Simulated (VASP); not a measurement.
A run of VASP 6.6.1 is set up as follows.

Contents of POSCAR:

```
LuScN2
1.0
    3.2725982828      0.0000000000      0.0000000000
    0.0000000000      3.2725982828      0.0000000000
    0.0000000000      0.0000000000      4.6188239134
Sc N Lu
1 2 1
Direct
    0.0000000000      0.0000000000      0.0000000000
    0.0000000000      0.0000000000      0.5000000000
    0.5000000000      0.5000000000      0.0000000000
    0.5000000000      0.5000000000      0.5000000000
```

INCAR.step1

```
SYSTEM = LuScN2
ALGO     = Normal         ! electronic algorithm
EDIFF    = 1E-4           ! SCF threshold, eV
ENCUT    = 520            ! plane-wave cutoff, eV
GGA      = PE             ! functional
ISMEAR   = -1             ! smearing method
LASPH    = .True.         ! aspherical terms in the spheres
LCHARG   = .False.        ! write CHGCAR
LREAL    = .False.        ! projectors in reciprocal space
LWAVE    = .True.         ! write WAVECAR
NBANDS   = 31             ! bands
NELM     = 100            ! most SCF steps
PREC     = Accurate       ! precision mode
SIGMA    = 0.02           ! smearing width, eV
```

File INCAR.step2:

```
SYSTEM = LuScN2
ALGO     = Normal         ! electronic algorithm
EDIFF    = 1E-6           ! SCF threshold, eV
ENCUT    = 520            ! plane-wave cutoff, eV
ISIF     = 2              ! what is computed and relaxed
ISMEAR   = -1             ! smearing method
ISTART   = 1            
LASPH    = .True.         ! aspherical terms in the spheres
LCHARG   = .False.        ! write CHGCAR
LMIXTAU  = .True.       
LREAL    = .False.        ! projectors in reciprocal space
LWAVE    = .False.        ! write WAVECAR
METAGGA  = R2SCAN         ! meta-GGA
NBANDS   = 31             ! bands
NELM     = 100            ! most SCF steps
PREC     = Accurate       ! precision mode
SIGMA    = 0.02           ! smearing width, eV
```

KPOINTS

```
k-points
0
Gamma
  6 6 4
  0 0 0
```

Potentials or basis: VASP PAW PBE potentials, release 64 (Sc_sv, N, Lu).

The run is started by

```sh
$ cat potpaw_PBE.64/Sc_sv/POTCAR potpaw_PBE.64/N/POTCAR potpaw_PBE.64/Lu/POTCAR > POTCAR
$ cp INCAR.step1 INCAR
$ mpirun -np 1 vasp_std > vasp.out
$ cp INCAR.step2 INCAR
$ mpirun -np 1 vasp_std > vasp.out
```

Problem. Estimate the band gap on the k mesh.

Solution. 0.12 eV.

Problem. What does it give for the pressure?

Solution. 1.8 GPa.

Stress tensor (GPa, compression positive):
```
1.86 0.00 0.00
0.00 1.86 0.00
0.00 0.00 1.65
```

Caveat: the PAW data sets were made with another functional, which shifts forces and pressure a little; spin-orbit coupling is left out, which moves the levels of the heavy elements. A k mesh can miss the band edges.
